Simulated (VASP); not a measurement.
LiF:

```
CELL_PARAMETERS angstrom
0.00000 2.06170 2.06170
2.06170 0.00000 2.06170
2.06170 2.06170 0.00000
ATOMIC_POSITIONS crystal
Li 0.00000 0.00000 0.00000
F 0.50000 0.50000 0.50000
```

This cell differs from its parent crystal: strain +3.4%.

Base run:

| Property | Result |
| --- | --- |
| Program | VASP 6.6.1 |
| Functional | PBE |
| Potentials or basis | VASP PAW PBE potentials, release 64 (Li_sv, F) |
| Cutoff | 520 eV |
| k mesh | 10 × 10 × 10 |
| Occupations | fermi-dirac, width 0.02 eV |
| Spin | no spin polarisation |

Its results: band gap on the k mesh 8.49 eV, direct.

Problem. The run is repeated on the same cell with these changes: functional from PBE to r2SCAN; occupations from fermi-dirac, width 0.02 eV to gaussian, width 0.01 eV. What comes out?

Solution. Band gap on the k mesh 9.62 eV, direct.

A k mesh can miss the band edges.
